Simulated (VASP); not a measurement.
Here is a VASP 6.6.1 calculation.

The input INCAR:

```
SYSTEM = LiC18
PREC = Accurate ; ENCUT = 520
EDIFF = 1E-6 ; ISMEAR = 0
SIGMA = 0.05 ; LREAL = Auto
LASPH = .True. ; NELM = 150
ALGO = Normal ; ISIF = 2
LWAVE = .False. ; LCHARG = .False.
ISPIN = 2 ; MAGMOM = 0 0 0 0 0 0 0 0 0 0 0 0 0 0 0 0 0 0 0
LORBIT = 11 ; GGA = PE
NBANDS = 56
```

The input KPOINTS:

```
Automatic mesh
0
Gamma
  2 2 1
  0 0 0
```

File POSCAR:

```
LiC18
1.0
    7.3980000000      0.0000000000      0.0000000000
   -3.6990000000      6.4068560000      0.0000000000
    0.0000000000      0.0000000000     12.0000000000
C Li
18 1
Direct
   -0.0110499951     -0.0046579789      0.0870070833
    0.2119089851      0.1068082379      0.0857190833
   -0.0107986343      0.3282221420      0.0850639167
    0.2114197801      0.4391915473      0.0849428333
   -0.0110483808      0.6608072665      0.0844580000
    0.2123101048      0.7720354570      0.0807804167
    0.3239337441     -0.0043871752      0.0821513333
    0.5460752507      0.1067639104      0.0840135000
    0.3229930217      0.3290155109      0.0857391667
    0.5448191746      0.4395531911      0.0852503333
    0.3233289755      0.6609720899      0.0833296667
    0.5451188735      0.7728370983      0.0847245833
    0.6561733344     -0.0049390840      0.0847425833
    0.8779464295      0.1064057004      0.0860951667
    0.6560097309      0.3285233818      0.0851776667
    0.8777588848      0.4385885995      0.0852478333
    0.6554347649      0.6613991324      0.0861420833
    0.8775577656      0.7724999594      0.0867875833
    1.1476451440      0.8690296770      0.2301265833
```

Potentials or basis: VASP PAW PBE potentials, release 64 (C, Li_sv).

Launch:

```sh
$ cat potpaw_PBE.64/C/POTCAR potpaw_PBE.64/Li_sv/POTCAR > POTCAR
$ mpirun -np 1 vasp_std > vasp.out
```

Problem. Estimate the largest force.

Solution. 0.438 eV/Å.

Problem. Estimate the net moment.

Solution. 0.00 μB per cell.

Forces in eV/Å, atoms in the order of the input:
```
C    0.029 -0.011  0.035
C    0.025 -0.002 -0.002
C    0.026  0.003  0.011
C    0.014 -0.006 -0.003
C    0.023 -0.010 -0.012
C    0.027 -0.013 -0.007
C    0.024  0.000 -0.017
C    0.029  0.002 -0.003
C    0.027  0.000  0.016
C    0.036 -0.014  0.020
C    0.028 -0.009 -0.010
C    0.019  0.001 -0.005
C    0.020 -0.006 -0.004
C    0.016  0.002  0.024
C    0.015  0.003 -0.003
C    0.018 -0.014 -0.001
C    0.016 -0.016  0.017
C    0.028 -0.009  0.014
Li  -0.421  0.100 -0.069
```

Caveat: the k points lie up to 0.49 Å⁻¹ apart; there is no dipole correction, which matters where the two faces differ; no moment was typed at the start, so none could form.
